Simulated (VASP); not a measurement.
A run of VASP 6.6.1:

File POSCAR:

```
Ge
1.0
    0.0300708592      2.8368735121      2.8368735121
    2.8368735121      0.0300708592      2.8368735121
    2.8669443714      2.8669443714      0.0000000001
Ge
2
Direct
    0.0012685232      0.0012685232     -0.0012685232
    0.2487314768      0.2487314768      0.2512685232
```

File INCAR.step1:

```
SYSTEM = Ge
PREC = Accurate ; ENCUT = 520
ISMEAR = -1 ; SIGMA = 0.02
LREAL = .False. ; LASPH = .True.
NELM = 100 ; NBANDS = 21
GGA = PE ; ALGO = Normal
EDIFF = 1E-4 ; LWAVE = .True.
LCHARG = .False.
```

The input INCAR.step2:

```
SYSTEM = Ge
PREC = Accurate ; ENCUT = 520
EDIFF = 1E-6 ; ISMEAR = -1
SIGMA = 0.02 ; LREAL = .False.
LASPH = .True. ; NELM = 100
ALGO = Normal ; ISIF = 2
LWAVE = .False. ; LCHARG = .False.
METAGGA = R2SCAN ; LMIXTAU = .True.
NBANDS = 21 ; ISTART = 1
```

File KPOINTS:

```
Automatic mesh
0
Gamma
  8 8 8
  0 0 0
```

Potentials or basis: VASP PAW PBE potentials, release 64 (Ge_d).

Command:

```bash
$ cat potpaw_PBE.64/Ge_d/POTCAR > POTCAR
$ cp INCAR.step1 INCAR
$ mpirun -np 1 vasp_std > vasp.out
$ cp INCAR.step2 INCAR
$ mpirun -np 1 vasp_std > vasp.out
```

Hardware: 1 thread of Intel(R) Xeon(R) 6975P-C (Granite Rapids), on a shared host.

How long does it take, and how much memory?

It took 2.2 min on 1 thread of Intel(R) Xeon(R) 6975P-C (Granite Rapids), with other jobs on the host, peak memory 0.21 GiB. Counts: k points 95.
